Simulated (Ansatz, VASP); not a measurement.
Cu in VASP and in Ansatz

```
Cu
1.0
     1.12708   -3.97638    0.00000
     1.12708    3.97638    0.00000
     0.00000    0.00000    2.47550
Cu
2
Cartesian
  1.1271 2.9118 0.6189
  1.1271 -2.9118 1.8566
```

Change from the starting cell: strain -0.0750 x Voigt [1, 0, 0, 0, 0, 0], atoms carried along.

Alike in both runs: task single point; functional PBEsol; k mesh 20 × 20 × 20; occupations gaussian, width 0.15 eV; no spin polarisation.

|  | VASP | Ansatz |
| --- | --- | --- |
| version | VASP 6.6.1 | Ansatz 0.2.0 |
| potentials or method | VASP PAW PBE potentials, release 64 (Cu), cutoff 520 eV | scalar-relativistic, plane waves, PAW |
| valence electrons in the cell | 22 | 38 |

```csv
,VASP,Ansatz,Ansatz less VASP
gap on the k mesh at the Fermi level (eV),none,none,-
pressure (GPa),14.1,13.5,-0.55
"traceless stress, the component that is largest in VASP (GPa)",19.87,20.00,+0.127
rms of the force components (eV/Å),0.179,0.173,-0.0059
```

VASP's potentials were made for PBE, not for PBEsol. Atom by atom the forces differ by 0.006 eV/Å (rms over components). A gap of «none» marks a metal or a gap that the smearing closes. With one functional, cell and mesh, what is left measures potentials, basis and numerics. VASP's potentials hold 22 valence electrons a cell and Ansatz's 38, so a difference there can come from the potentials and not from the codes.
